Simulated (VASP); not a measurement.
Set up this calculation in VASP 6.6.1, as the native input.

```yaml
Task: single point
Functional: PBE
Potentials_or_basis: VASP PAW PBE potentials, release 64 (Si, C)
Cutoff: 520 eV
k_mesh: 6 × 6 × 2
Occupations: gaussian, width 0.1 eV
Spin: collinear spin
Starting_moments: "[0.0, 0.0, 0.0, 0.0, 0.0, 1.0] μB"
Dipole_correction: no
Further_INCAR_settings: ALGO = Normal; EDIFF = 1e-06; NBANDS = 25
```

The structure of Si5C lies in POSCAR:

```
Si5C
1.0
    2.7608573500      0.0000000000      0.0000000000
   -1.3804286700      2.3909726000      0.0000000000
    0.0000000000      0.0000000000     13.4513663100
Si C
5 1
Direct
    0.3333333300      0.6666666700      0.6666666700
    0.3333333300      0.6666666700      0.0000000000
    0.3333333300      0.6666666700      0.3333333300
    0.6666666700      0.3333333300      0.8333333300
    0.6666666700      0.3333333300      0.1666666700
    0.6666666700      0.3333333300      0.5000000000
```

The input as run:

INCAR

```
ALGO     = Normal         # electronic algorithm
EDIFF    = 1E-6           # SCF threshold, eV
ENCUT    = 520            # plane-wave cutoff, eV
GGA      = PE             # functional
ISIF     = 2              # what is computed and relaxed
ISMEAR   = 0              # smearing method
ISPIN    = 2              # spin polarisation
LASPH    = True           # aspherical terms in the spheres
LCHARG   = True           # write CHGCAR
LELF     = True           # ELF
LORBIT   = 11             # projections on sites
LREAL    = False          # projectors in reciprocal space
LVHAR    = True         
LWAVE    = False          # write WAVECAR
MAGMOM   = 0 0 0 0 0 1    # initial moments
NBANDS   = 25             # bands
NELM     = 150            # most SCF steps
PREC     = Accurate       # precision mode
SIGMA    = 0.1            # smearing width, eV
```

KPOINTS

```
k-points
0
Gamma
  6 6 2
```

Potentials or basis: VASP PAW PBE potentials, release 64 (Si, C).

Launch:

```console
$ cat potpaw_PBE.64/Si/POTCAR potpaw_PBE.64/C/POTCAR > POTCAR
$ mpirun -np 1 vasp_std > vasp.out
```

It gave:

* Pressure: -8.8 GPa
* Largest force: 1.414 eV/Å
* Band gap on the k mesh: zero (filled and empty bands overlap)
* Net moment: 0.01 μB per cell
* Valence electrons inside the program's atomic spheres: Si 1.49, 1.53 (each value once); C 2.00

Caveat: the k points lie up to 0.44 Å⁻¹ apart, too coarse for converged energies and pressures of a metal; forces of over 1 eV/Å act on the atoms, so gaps and moduli don't describe the material at rest.

Run time: 51 s on 1 thread of Intel(R) Xeon(R) 6975P-C (Granite Rapids), on a shared host, peak memory 0.27 GiB.
